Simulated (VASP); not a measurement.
# SrO (Fm-3m) in VASP: dielectric tensor with r2SCAN

Aim: the dielectric tensor of SrO with r2SCAN.

Everything below comes from runs of VASP 6.6.1. Logs are shortened: lines on timing, memory, paths and dates and some standing lists are left out, and cuts for length are marked.

**1. The cell of the first run**

It takes space group Fm-3m (No. 225, cubic). The conventional cell has a = 5.160 Å, b = 5.160 Å, c = 5.160 Å, α = 90.00°, β = 90.00°, γ = 90.00°. Within 3.4 Å of Sr (site symmetry m-3m) lie 6 O at 2.58 Å. Within 3.4 Å of O (site symmetry m-3m) lie 6 Sr at 2.58 Å.

**2. Dielectric tensor, r2SCAN**

Input file INCAR:

```
ALGO = Normal ; EDIFF = 1E-8
ENCUT = 520 ; ISIF = 2
ISMEAR = 0 ; LASPH = T
LCALCEPS = T ; LCHARG = F
LMIXTAU = T ; LREAL = F
LWAVE = F ; METAGGA = R2SCAN
NELM = 80 ; PREC = Accurate
SIGMA = 0.01
```

Input file KPOINTS:

```
k-points
0
Gamma
  8 8 8
```

Input file POSCAR:

```
SrO
1.0
    0.0000000000      2.5798923523      2.5798923523
    2.5798923523      0.0000000000      2.5798923523
    2.5798923523      2.5798923523      0.0000000000
Sr O
1 1
Direct
    0.0000000000      0.0000000000      0.0000000000
    0.5000000000      0.5000000000      0.5000000000
```

Potentials or basis: VASP PAW PBE potentials, release 64 (Sr_sv, O).

Command:

```
cat potpaw_PBE.64/Sr_sv/POTCAR potpaw_PBE.64/O/POTCAR > POTCAR
mpirun -np 1 vasp_std > vasp.out
```

OUTCAR:

```text
EDIFF = 1E-8
   ENCUT = 520
   ISIF = 2
   ISMEAR = 0
   LASPH = T
   LREAL = F
   METAGGA = R2SCAN
   NELM = 80
   PREC = Accurate

 ion  position               nearest neighbor table
   1  0.000  0.000  0.000-   2 2.58   2 2.58   2 2.58   2 2.58   2 2.58   2 2.58
   2  0.500  0.500  0.500-   1 2.58   1 2.58   1 2.58   1 2.58   1 2.58   1 2.58

  LATTYP: Found a face centered cubic cell.
 ALAT       =     5.1597847046

  Lattice vectors:

 A1 = (   0.0000000000,   2.5798923523,   2.5798923523)
 A2 = (   2.5798923523,   0.0000000000,   2.5798923523)
 A3 = (   2.5798923523,   2.5798923523,   0.0000000000)

Analysis of symmetry for initial positions (statically):
=====================================================================
 Subroutine PRICEL returns:
 Original cell was already a primitive cell.

 Routine SETGRP: Setting up the symmetry group for a
 face centered cubic supercell.

 Subroutine GETGRP returns: Found 48 space group operations
 (whereof 48 operations were pure point group operations)
 out of a pool of 48 trial point group operations.

The static configuration has the point symmetry O_h .

Analysis of symmetry for dynamics (positions and initial velocities):
=====================================================================
 Subroutine PRICEL returns:
 Original cell was already a primitive cell.

 Routine SETGRP: Setting up the symmetry group for a
 face centered cubic supercell.

 Subroutine GETGRP returns: Found 48 space group operations
 (whereof 48 operations were pure point group operations)
 out of a pool of 48 trial point group operations.

The dynamic configuration has the point symmetry O_h .

 Subroutine INISYM returns: Found 48 space group operations
 (whereof 48 operations are pure point group operations),
 and found     1 'primitive' translations

----------------------------------------------------------------------------------------

                                     Primitive cell

  volume of cell :      34.3427

  direct lattice vectors                    reciprocal lattice vectors
     0.000000000  2.579892352  2.579892352    -0.193806536  0.193806536  0.193806536
     2.579892352  0.000000000  2.579892352     0.193806536 -0.193806536  0.193806536
[... 140 lines left out ...]
 fundamental gap:   9998.7060417196
 Fermi energy:         1.4028635965

 k-point     1 :       0.0000    0.0000    0.0000
  band No.  band energies     occupation
      1     -32.2154      2.00000
      2     -14.7214      2.00000
      3     -13.2491      2.00000
      4     -13.2491      2.00000
      5     -13.2491      2.00000
      6       1.2939      2.00000
      7       1.2939      2.00000
      8       1.2940      2.00000
      9   10000.0000      0.00000
     10   10000.0000      0.00000
     11   10000.0000      0.00000
     12   10000.0000      0.00000
[... 331 lines left out ...]
 k-point    24 :      -0.3750    0.2500    0.1250
  band No.  band energies     occupation
      1     -32.0622      2.00000
      2     -15.7525      2.00000
      3     -13.6146      2.00000
      4     -13.4695      2.00000
      5     -12.5715      2.00000
      6      -0.2322      2.00000
      7       0.4468      2.00000
      8       0.5216      2.00000
      9   10000.0000      0.00000
     10   10000.0000      0.00000
     11   10000.0000      0.00000
     12   10000.0000      0.00000

 [... further k-points ...]

------------------------ aborting loop because EDIFF is reached ----------------------------------------

            Ionic dipole moment: p[ion]=(   -15.47935   -15.47935   -15.47935 ) |e| Angst

 Total electronic dipole moment: p[elc]=(     0.00000     0.00000     0.00478 ) |e| Angst

 MACROSCOPIC STATIC DIELECTRIC TENSOR (including local field effects)
 ------------------------------------------------------
           3.516455     0.000000    -0.000000
           0.000000     3.516455    -0.000000
           0.000000     0.000000     3.516455
 ------------------------------------------------------

 PIEZOELECTRIC TENSOR (including local field effects) (e Angst)
          XX          YY          ZZ          XY          YZ          ZX
  --------------------------------------------------------------------------------
  x     0.00000     0.00000     0.00000     0.00000     0.00000     0.00000
  y     0.00000     0.00000     0.00000     0.00000     0.00000     0.00000
  z     0.00000     0.00000     0.00000     0.00000     0.00000     0.00000

 PIEZOELECTRIC TENSOR (including local field effects) (C/m^2)
          XX          YY          ZZ          XY          YZ          ZX
  --------------------------------------------------------------------------------
  x     0.00000     0.00000     0.00000     0.00000     0.00000     0.00000
  y     0.00000     0.00000     0.00000     0.00000     0.00000     0.00000
  z     0.00000     0.00000     0.00000     0.00000     0.00000     0.00000

 BORN EFFECTIVE CHARGES (including local field effects) (in |e|, cummulative output)
 ---------------------------------------------------------------------------------
 ion    1
    1     2.40874     0.00000    -0.00000
    2     0.00000     2.40874     0.00000
    3     0.00000     0.00000     2.40874
 ion    2
    1    -2.40874     0.00000     0.00000
    2    -0.00000    -2.40874    -0.00000
    3    -0.00000    -0.00000    -2.40874

  FORCE on cell =-STRESS in cart. coord.  units (eV):
  Direction    XX          YY          ZZ          XY          YZ          ZX
  --------------------------------------------------------------------------------------
  -------------------------------------------------------------------------------------
  Total        0.1130158      0.1130158      0.1130158      0.0000000      0.0000000      0.0000000
  in kB        5.2724822      5.2724822      5.2724822      0.0000000      0.0000000      0.0000000
  external PRESSURE =       5.2724822 kB  Pullay stress =       0.0000000 kB

 VOLUME and BASIS-vectors are now :
 -----------------------------------------------------------------------------
  energy-cutoff  :      520.00
  volume of cell :       34.34
      direct lattice vectors                 reciprocal lattice vectors
     0.000000000  2.579892352  2.579892352    -0.193806536  0.193806536  0.193806536
     2.579892352  0.000000000  2.579892352     0.193806536 -0.193806536  0.193806536
     2.579892352  2.579892352  0.000000000     0.193806536  0.193806536 -0.193806536

 POSITION                                       TOTAL-FORCE (eV/Angst)
 -----------------------------------------------------------------------------------
      0.00000      0.00000      0.00000         0.000000      0.000000      0.000000
      2.57989      2.57989      2.57989        -0.000000     -0.000000     -0.000000
 -----------------------------------------------------------------------------------
    total drift:                                0.000000      0.000000      0.000000

  FREE ENERGIE OF THE ION-ELECTRON SYSTEM (eV)
  ---------------------------------------------------
  free  energy   TOTEN  =       -27.0556987233 eV

  energy  without entropy=      -27.0556987233  energy(sigma->0) =      -27.05569872
```

OSZICAR:

```text
N       E                     dE             d eps       ncg     rms          rms(c)
DAV:   1     0.586308376918E+02    0.58631E+02   -0.87724E+03   696   0.132E+03
DAV:   2    -0.310684745572E+02   -0.89699E+02   -0.82290E+02   976   0.254E+02
DAV:   3    -0.346188927071E+02   -0.35504E+01   -0.35154E+01   912   0.490E+01
[... 12 lines left out ...]
DMP:  10    -0.270556985958E+02   -0.77842E-07   -0.63856E-07  1800   0.928E-07   0.129E-06
DMP:  11    -0.270556986434E+02   -0.47580E-07   -0.37901E-07  1800   0.540E-07   0.785E-07
DMP:  12    -0.270556986739E+02   -0.30529E-07   -0.27726E-07  1800   0.392E-07   0.579E-07
DMP:  13    -0.270556986974E+02   -0.23544E-07   -0.19399E-07  1800   0.236E-07   0.480E-07
DMP:  14    -0.270556987136E+02   -0.16153E-07   -0.11769E-07  1800   0.127E-07   0.322E-07
DMP:  15    -0.270556987233E+02   -0.97546E-08   -0.71938E-08  1800   0.772E-08   0.198E-07
   1 F= -.27055699E+02 E0= -.27055699E+02  d E =-.979209E-56
```

It took 53 min on 1 thread of Intel Xeon Platinum 8259CL at 2.50GHz (Skylake/Cascade Lake), shared host; peak memory 0.4 GiB.

Results:

| Quantity | Value |
| --- | --- |
| Band gap on the k mesh | 3.75 eV (least direct gap 3.84 eV) |
| Electronic dielectric tensor (diagonal) | 3.52 |
| Born charges (mean of the diagonal) | Sr +2.41; O -2.41 e |

Electronic dielectric tensor:
```
3.52 0.00 0.00
0.00 3.52 0.00
0.00 0.00 3.52
```

Born effective charge tensors (e):
atom 1, Sr
```
2.41 0.00 0.00
0.00 2.41 0.00
0.00 0.00 2.41
```
atom 2, O
```
-2.41  0.00  0.00
 0.00 -2.41  0.00
 0.00  0.00 -2.41
```

Dipole moments of the cell (e·Å, modulo the quantum): ionic -15.479, -15.479, -15.479; electronic 0.000, 0.000, 0.005

Caveat: the PAW data sets were made with another functional, which shifts forces and pressure a little.
